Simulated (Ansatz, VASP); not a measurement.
## Pt in VASP and in Ansatz

```
Pt
1.0
     0.00000    1.95790    1.86000
     1.95790    0.00000    1.86000
     1.95790    1.95790    0.00000
Pt
1
Direct
  0.00000 0.00000 0.00000
```

Change from the starting cell: strain +0.000 along x and y, -0.050 along z, atoms carried along.

Alike in both runs: task single point; functional PBE; k mesh 20 × 20 × 20; occupations gaussian, width 0.15 eV; no spin polarisation.

|  | VASP | Ansatz |
| --- | --- | --- |
| version | VASP 6.6.1 | Ansatz 0.2.0 |
| potentials or method | VASP PAW PBE potentials, release 64 (Pt), cutoff 520 eV | scalar-relativistic, plane waves, PAW |
| valence electrons in the cell | 10 | 18 |

Ansatz gave:

- gap on the k mesh at the Fermi level (eV): none
- pressure (GPa): 29.9
- traceless stress, the component that is largest in VASP (GPa): 3.32

**Question.** Estimate VASP's values.

**Answer.** gap on the k mesh at the Fermi level (eV): none; pressure (GPa): 29.3; traceless stress, the component that is largest in VASP (GPa): 3.30.

A gap of «none» marks a metal or a gap that the smearing closes. Both programs put the cell under a high pressure, so it lies far from rest at this level. VASP's potentials hold 10 valence electrons a cell and Ansatz's 18, so a difference there can come from the potentials and not from the codes.

Neither program's run includes spin-orbit coupling.
